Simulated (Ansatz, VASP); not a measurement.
## One calculation of C, two programs

File INCAR:

```
SYSTEM = C
  ALGO = Normal
  EDIFF = 1E-6
  ENCUT = 520
  GGA = PE
  ISIF = 2
  ISMEAR = 0
  IVDW = 12
  LASPH = .TRUE.
  LCHARG = .FALSE.
  LREAL = .FALSE.
  LWAVE = .FALSE.
  NBANDS = 11
  NELM = 80
  PREC = Accurate
  SIGMA = 0.05
```

Contents of KPOINTS:

```
k-points
0
G
  15 15 15
  0 0 0
```

POSCAR

```
C
1.0
    1.2222513345      0.7056671370      3.3330408480
   -1.2222513345      0.7056671370      3.3330408480
    0.0000000000     -1.4113342740      3.3330408480
C
2
Direct
    0.1760175946      0.1760175946      0.1760175946
    0.8239824054      0.8239824054      0.8239824054
```

Input for Ansatz:

```yaml
crystal:
  lattice:
    - [1.2222513345, 0.705667137, 3.333040848]
    - [-1.2222513345, 0.705667137, 3.333040848]
    - [0.0, -1.411334274, 3.333040848]
  atoms:
    - { symbol: C, position: [0.1760175946, 0.1760175946, 0.1760175946] }
    - { symbol: C, position: [0.8239824054, 0.8239824054, 0.8239824054] }
basis:
  ecutwfc: 520.0
kpoints:
  mp_grid: { grid: [15, 15, 15] }
hamiltonian:
  xc: pbe
  pseudopotentials: { kind: paw, azcp: { folder: soft_1 } }
  dispersion: d3bj
scf:
  occupations: { method: gaussian, width: 0.05 }
output:
  forces: true
  stress: true
  eigenvalues: true
```

Change from the starting cell: mode 4 frozen in at +0.095 Å, equal normal strain along x, y and z -0.0083.

Alike in both runs: task single point; functional PBE; dispersion D3(BJ); k mesh 15 × 15 × 15; occupations gaussian, width 0.05 eV; no spin polarisation.

|  | VASP | Ansatz |
| --- | --- | --- |
| version | VASP 6.6.1 | Ansatz 0.2.0 |
| potentials or method | VASP PAW PBE potentials, release 64 (C), cutoff 520 eV | scalar-relativistic, plane waves, PAW |
| valence electrons in the cell | 8 | 8 |

```csv
,VASP,Ansatz,Ansatz less VASP
gap on the k mesh at the Fermi level (eV),0.41,0.41,-0.001
least direct gap on the mesh (eV),0.41,0.41,-0.001
pressure (GPa),6.0,5.5,-0.49
"traceless stress, the component that is largest in VASP (GPa)",-11.10,-10.56,+0.546
rms of the force components (eV/Å),1.806,1.813,+0.0074
```

Atom by atom the forces differ by 0.007 eV/Å (rms over components).
